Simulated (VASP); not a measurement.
ZnSe:

```
CELL_PARAMETERS angstrom
3.77967 0.00000 0.00000
-1.88983 3.27329 0.00000
0.00000 0.00000 6.13190
ATOMIC_POSITIONS crystal
Zn 0.00000 0.00000 0.00000
Zn 0.00000 0.00000 0.50000
Se 0.33333 0.66667 0.25000
Se 0.66667 0.33333 0.75000
```

Base run:

- Program: VASP 6.6.1
- Functional: r2SCAN
- Potentials or basis: VASP PAW PBE potentials, release 64 (Zn, Se)
- Cutoff: 520 eV
- k mesh: 6 × 6 × 4
- Occupations: fermi-dirac, width 0.02 eV
- Spin: no spin polarisation

Its results: band gap on the k mesh zero (band 18 reaches 3.04 eV, above the bottom of band 19 at 3.03 eV); pressure 0.2 GPa.

The run is repeated on the same cell with these changes: functional from r2SCAN to PBE. What comes out?

Band gap on the k mesh zero (band 18 reaches 3.33 eV, above the bottom of band 19 at 2.90 eV); pressure 2.4 GPa.

Caveats: the PAW data sets were made with another functional, which shifts forces and pressure a little (some runs).
